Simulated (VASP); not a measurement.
AlN:

```
Al N
1.0
     0.00000    2.19846    2.19846
     2.19846    0.00000    2.19846
     2.19846    2.19846    0.00000
Al N
1 1
Direct
  0.00000 0.00000 0.00000
  0.25000 0.25000 0.25000
```

Base run:

```yaml
Program: VASP 6.6.1
Functional: r2SCAN
Dispersion: D4
Potentials_or_basis: VASP PAW PBE potentials, release 64 (Al, N)
Cutoff: 520 eV
k_mesh: 10 × 10 × 10
Occupations: fermi-dirac, width 0.05 eV
Spin: no spin polarisation
```

Its results: band gap on the k mesh 3.92 eV, indirect (least direct gap 4.71 eV); pressure -5.8 GPa.

Q: The run is repeated on the same cell with these changes: functional from r2SCAN to PBE; cutoff from 520 eV to 600 eV. What comes out?

A: Band gap on the k mesh 3.31 eV, indirect (least direct gap 4.02 eV); pressure -4.1 GPa.

r2SCAN gives the wider gap, since meta-GGAs in the generalised Kohn-Sham scheme recover part of the derivative discontinuity.

Caveats: the PAW data sets were made with another functional, which shifts forces and pressure a little (some runs).

A k mesh can miss the band edges.
